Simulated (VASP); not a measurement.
Input of a VASP 6.6.1 run:

File INCAR:

```
PREC = Accurate
ENCUT = 520
EDIFF = 1E-7
ISMEAR = 0
SIGMA = 0.1
LREAL = F
LASPH = T
NELM = 150
ALGO = Normal
ISIF = 2
LWAVE = F
LCHARG = F
ISPIN = 2
MAGMOM = 2.32
LORBIT = 11
LMAXMIX = 4
GGA = PS
NBANDS = 14
```

File KPOINTS:

```
Automatic mesh
0
Gamma
  20 20 20
```

POSCAR

```
Fe
1.0
   -1.3788325519      1.3788325519      1.3788325519
    1.3788325519     -1.3788325519      1.3788325519
    1.3788325519      1.3788325519     -1.3788325519
Fe
1
Direct
    0.0000000000      0.0000000000      0.0000000000
```

Potentials or basis: VASP PAW PBE potentials, release 64 (Fe).

Command:

```console
$ cat potpaw_PBE.64/Fe/POTCAR > POTCAR
$ mpirun -np 1 vasp_std > vasp.out
```

(1) Estimate the site moments.

(2) Predict the pressure.

(3) What does it give for the net moment?

Results:

(1) Fe +2.03 μB.

(2) 7.5 GPa.

(3) 2.06 μB per cell.

Caveat: the PAW data sets were made with another functional, which shifts forces and pressure a little.
